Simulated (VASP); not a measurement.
The system is Ta.

```
Ta
1.0
     2.84116    0.00000    0.00000
    -1.42058    2.46052    0.00000
     0.00000    0.00000    5.06081
Ta
2
Direct
  0.33333 0.66667 0.25000
  0.66667 0.33333 0.75000
```

Base run:

```yaml
Program: VASP 6.6.1
Functional: r2SCAN
Potentials_or_basis: VASP PAW PBE potentials, release 64 (Ta_pv)
Cutoff: 520 eV
k_mesh: 11 × 11 × 5
Occupations: fermi-dirac, width 0.05 eV
Spin: no spin polarisation
```

Its results: band gap on the k mesh zero (band 11 reaches 6.98 eV, above the bottom of band 12 at 5.34 eV); pressure 9.9 GPa.

The run is repeated on the same cell with these changes: functional from r2SCAN to LDA; potentials or basis from VASP PAW PBE potentials, release 64 (Ta_pv) to VASP PAW LDA potentials, release 64 (Ta_pv). What comes out?

Band gap on the k mesh zero (band 11 reaches 7.13 eV, above the bottom of band 12 at 5.38 eV); pressure 0.5 GPa.

Caveats: spin-orbit coupling is left out, which moves the levels of the heavy elements; the PAW data sets were made with another functional, which shifts forces and pressure a little (some runs).
